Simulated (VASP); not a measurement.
# Cs (I4/mmm) in VASP: single point with PBEsol

Aim: the single point of Cs with PBEsol.

All numbers are computed with VASP 6.6.1; they aren't measurements. Logs are shortened: lines on timing, memory, paths and dates and some standing lists are left out, and cuts for length are marked.

## 1. The cell of the first run

The structure is tetragonal, space group I4/mmm (No. 139). Conventional cell: a = 5.500 Å, b = 5.500 Å, c = 8.194 Å, α = 90.00°, β = 90.00°, γ = 90.00°.

## 2. Single point, PBEsol

INCAR reads:

```
SYSTEM = Cs
PREC = Accurate
ENCUT = 520
EDIFF = 1E-6
ISMEAR = -1
SIGMA = 0.15
LREAL = .False.
LASPH = .True.
NELM = 60
ALGO = Normal
ISIF = 2
LWAVE = .False.
LCHARG = .False.
GGA = PS
NBANDS = 10
```

KPOINTS reads:

```
regular mesh
0
Gamma
  8 8 8
  0 0 0
```

POSCAR reads:

```
Cs
1.0
   -2.7500750000      2.7500750000      4.0972390000
    2.7500750000     -2.7500750000      4.0972390000
    2.7500750000      2.7500750000     -4.0972390000
Cs
1
Direct
    0.0000000000      0.0000000000      0.0000000000
```

Potentials or basis: VASP PAW PBE potentials, release 64 (Cs_sv).

The run is started by

```bash
cat potpaw_PBE.64/Cs_sv/POTCAR > POTCAR
mpirun -np 1 vasp_std > vasp.out
```

OUTCAR:

```text
SYSTEM = Cs
   PREC = Accurate
   ENCUT = 520
   EDIFF = 1E-6
   ISMEAR = -1
   LREAL = .False.
   LASPH = .True.
   NELM = 60
   ISIF = 2
   GGA = PS

 ion  position               nearest neighbor table
   1  0.000  0.000  0.000-

  LATTYP: Found a body centered tetragonal cell.
 ALAT       =     5.5001500000
 C/A-ratio  =     1.4898644582

  Lattice vectors:

 A1 = (  -2.7500750000,   2.7500750000,   4.0972390000)
 A2 = (   2.7500750000,  -2.7500750000,   4.0972390000)
 A3 = (   2.7500750000,   2.7500750000,  -4.0972390000)

Analysis of symmetry for initial positions (statically):
=====================================================================
 Subroutine PRICEL returns:
 Original cell was already a primitive cell.

 Routine SETGRP: Setting up the symmetry group for a
 body centered tetragonal supercell.

 Subroutine GETGRP returns: Found 16 space group operations
 (whereof 16 operations were pure point group operations)
 out of a pool of 16 trial point group operations.

The static configuration has the point symmetry D_4h.

Analysis of symmetry for dynamics (positions and initial velocities):
=====================================================================
 Subroutine PRICEL returns:
 Original cell was already a primitive cell.

 Routine SETGRP: Setting up the symmetry group for a
 body centered tetragonal supercell.

 Subroutine GETGRP returns: Found 16 space group operations
 (whereof 16 operations were pure point group operations)
 out of a pool of 16 trial point group operations.

The dynamic configuration has the point symmetry D_4h.

 Subroutine INISYM returns: Found 16 space group operations
 (whereof 16 operations are pure point group operations),
 and found     1 'primitive' translations

----------------------------------------------------------------------------------------

                                     Primitive cell

  volume of cell :     123.9482

  direct lattice vectors                    reciprocal lattice vectors
    -2.750075000  2.750075000  4.097239000     0.000000000  0.181813223  0.122033399
     2.750075000 -2.750075000  4.097239000     0.181813223  0.000000000  0.122033399
     2.750075000  2.750075000 -4.097239000     0.181813223  0.181813223  0.000000000

  length of vectors
     5.649176262  5.649176262  5.649176262     0.218970771  0.218970771  0.257122726

  position of ions in fractional coordinates (direct lattice)
     0.000000000  0.000000000  0.000000000

  ion indices of the primitive-cell ions
   primitive index   ion index
[... 72 lines left out ...]
   NELM   =     60;   NELMIN=  2; NELMDL= -5     # of ELM steps
   EDIFF  = 0.1E-05   stopping-criterion for ELM
   LREAL  =      F    real-space projection
[... 7 lines left out ...]
   TEBEG  =    0.0;   TEEND  =   0.0 temperature during run
   PSTRESS=    0.0 pullay stress
   NELECT =       9.0000    total number of electrons
   NUPDOWN=      -1.0000    fix difference up-down
   EMIN   =  10.00;   EMAX   =-10.00  energy-range for DOS
   EFERMI =   0.00;   METHOD = LEGACY
   ISMEAR =    -1;   SIGMA  =   0.15  broadening in eV -4-tet -1-fermi 0-gaus
   EFERMI_NEDOS =   21; number of points for ismear=-14 and -15
   IALGO  =     38    algorithm
   IMIX   =      4    mixing-type and parameters
     AMIX     =   0.40;   BMIX     =  1.00
     AMIX_MAG =   1.60;   BMIX_MAG =  1.00
  volume/ion in A,a.u.               =     123.95       836.44
  Fermi-wavevector in a.u.,A,eV,Ry     =   0.682981  1.290648  6.346623  0.466464
  Thomas-Fermi vector in A             =   1.762213
   LORBIT       =      0    0 simple, 1 ext, 2 COOP (PROOUT), +10 PAW based schemes
   GGA     = PS    functional components
   LHFCALC =     F    Hartree Fock is set to
   AEXX    =    0.0000 exact exchange contribution
   IVDW    =     0    specifies the selected vdW correction
   LEPSILON=     F    determine dielectric tensor
   LRPA    =     F    only Hartree local field effects (RPA)
 non-spin polarized calculation
  energy-cutoff  :      520.00
  volume of cell :      123.95
 maximum number of plane-waves:      3372
   NGX = 21   NGY = 21   NGZ = 21

 number of electron       9.0000001 magnetization

 Free energy of the ion-electron system (eV)
  ---------------------------------------------------
  ext. energy  EPLUGINS =         0.00000000
  ---------------------------------------------------
  free energy    TOTEN  =        -0.97657373 eV

  energy without entropy =       -0.88692899  energy(sigma->0) =       -0.93175136

 E-fermi :   0.1772     XC(G=0):  -5.2839

 val. band max:        0.1435679776   @ k =  -0.2500   0.3750   0.1250
 cond. band min:       0.1856109380   @ k =  -0.3750  -0.3750   0.2500
 fundamental gap:      0.0420429604
 Fermi energy:         0.1772345913

 k-point     1 :       0.0000    0.0000    0.0000
  band No.  band energies     occupation
      1     -23.6875      2.00000
      2     -10.4193      2.00000
      3     -10.4176      2.00000
      4     -10.4176      2.00000
      5      -1.4055      1.99995
      6       2.5124      0.00000
      7       2.6779      0.00000
      8       2.6779      0.00000
      9       3.4656      0.00000
     10       3.7905      0.00000
[... 287 lines left out ...]
 k-point    24 :       0.3750    0.1250    0.1250
  band No.  band energies     occupation
      1     -23.6824      2.00000
      2     -10.5105      2.00000
      3     -10.4607      2.00000
      4     -10.4436      2.00000
      5       0.6266      0.09524
      6       0.9066      0.01535
      7       1.9221      0.00002
      8       2.6752      0.00000
      9       3.6053      0.00000
     10       4.2759      0.00000

 [... further k-points ...]

------------------------ aborting loop because EDIFF is reached ----------------------------------------

  FORCE on cell =-STRESS in cart. coord.  units (eV):
  Direction    XX          YY          ZZ          XY          YZ          ZX
  --------------------------------------------------------------------------------------
  -------------------------------------------------------------------------------------
  Total       -0.1613320     -0.1613320     -0.1834085      0.0000000     -0.0000000      0.0000000
  in kB       -2.0854071     -2.0854071     -2.3707713      0.0000000     -0.0000000      0.0000000
  external PRESSURE =      -2.1805285 kB  Pullay stress =       0.0000000 kB

 VOLUME and BASIS-vectors are now :
 -----------------------------------------------------------------------------
  energy-cutoff  :      520.00
  volume of cell :      123.95
      direct lattice vectors                 reciprocal lattice vectors
    -2.750075000  2.750075000  4.097239000     0.000000000  0.181813223  0.122033399
     2.750075000 -2.750075000  4.097239000     0.181813223  0.000000000  0.122033399
     2.750075000  2.750075000 -4.097239000     0.181813223  0.181813223  0.000000000

 POSITION                                       TOTAL-FORCE (eV/Angst)
 -----------------------------------------------------------------------------------
      0.00000      0.00000      0.00000         0.000000      0.000000     -0.000000
 -----------------------------------------------------------------------------------
    total drift:                               -0.000000      0.000000     -0.000000

  FREE ENERGIE OF THE ION-ELECTRON SYSTEM (eV)
  ---------------------------------------------------
  free  energy   TOTEN  =        -0.9765737251 eV

  energy  without entropy=       -0.8869289884  energy(sigma->0) =       -0.93175136
```

OSZICAR:

```text
N       E                     dE             d eps       ncg     rms          rms(c)
DAV:   1     0.537523827780E+02    0.53752E+02   -0.28502E+03  1180   0.618E+02
DAV:   2     0.421130287321E+01   -0.49541E+02   -0.48149E+02  1574   0.107E+02
DAV:   3    -0.898824785196E+00   -0.51101E+01   -0.51036E+01  1362   0.410E+01
DAV:   4    -0.975060411628E+00   -0.76236E-01   -0.76219E-01  1566   0.581E+00
DAV:   5    -0.975462802455E+00   -0.40239E-03   -0.40238E-03  1604   0.398E-01    0.122E-01
DAV:   6    -0.975888674567E+00   -0.42587E-03   -0.83836E-04  1592   0.145E-01    0.881E-02
DAV:   7    -0.976547414282E+00   -0.65874E-03   -0.29920E-03  1390   0.288E-01    0.260E-02
DAV:   8    -0.976572861627E+00   -0.25447E-04   -0.72827E-05  1398   0.507E-02    0.490E-03
DAV:   9    -0.976573725074E+00   -0.86345E-06   -0.49752E-06  1738   0.111E-02
   1 F= -.97657373E+00 E0= -.93175136E+00  d E =-.896447E-01
```

Run time: 50 s. Hardware: 1 thread of Intel Xeon 8259CL, shared host; peak memory 0.28 GiB.

Results:

* Free energy: -0.9766 eV
* Pressure: -0.2 GPa
* Band gap on the k mesh: zero (an odd number of electrons rules out a gap without spin polarisation)

Caveat: the PAW data sets were made with another functional, which shifts forces and pressure a little; spin-orbit coupling is left out, which moves the levels of the heavy elements.
